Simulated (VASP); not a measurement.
A run of VASP 6.6.1:

File INCAR:

```
SYSTEM = MnS
PREC     = Accurate       ! precision mode
ENCUT    = 520            ! plane-wave cutoff, eV
EDIFF    = 1E-6           ! SCF threshold, eV
ISMEAR   = 0              ! smearing method
SIGMA    = 0.2            ! smearing width, eV
LREAL    = .False.        ! projectors in reciprocal space
LASPH    = .True.         ! aspherical terms in the spheres
NELM     = 150            ! most SCF steps
ALGO     = Normal         ! electronic algorithm
ISIF     = 2              ! what is computed and relaxed
LWAVE    = .False.        ! write WAVECAR
LCHARG   = .False.        ! write CHGCAR
ISPIN    = 2              ! spin polarisation
MAGMOM   = 4.42 0.14      ! initial moments
LORBIT   = 11             ! projections on sites
LMAXMIX  = 4              ! l up to which the mixer works
GGA      = PE             ! functional
NBANDS   = 20             ! bands
```

KPOINTS

```
Automatic mesh
0
Gamma
  14 14 14
  0 0 0
```

Contents of POSCAR:

```
MnS
1.0
    0.0000000000      2.5485568587      2.5485568587
    2.5485568587      0.0000000000      2.5485568587
    2.5485568587      2.5485568587      0.0000000000
Mn S
1 1
Direct
    0.0000000000      0.0000000000      0.0000000000
    0.5000000000      0.5000000000      0.5000000000
```

Potentials or basis: VASP PAW PBE potentials, release 64 (Mn_pv, S).

Launch:

```sh
$ cat potpaw_PBE.64/Mn_pv/POTCAR potpaw_PBE.64/S/POTCAR > POTCAR
$ mpirun -np 1 vasp_std > vasp.out
```

Hardware: 1 thread of Intel(R) Xeon(R) 6975P-C (Granite Rapids), with other jobs on the host.

Task: Estimate the wall time of this run.

Result: Run time: 58 s on 1 thread of Intel(R) Xeon(R) 6975P-C (Granite Rapids), with other jobs on the host, peak memory 0.24 GiB. Counts: scf iterations 15, k points 104.
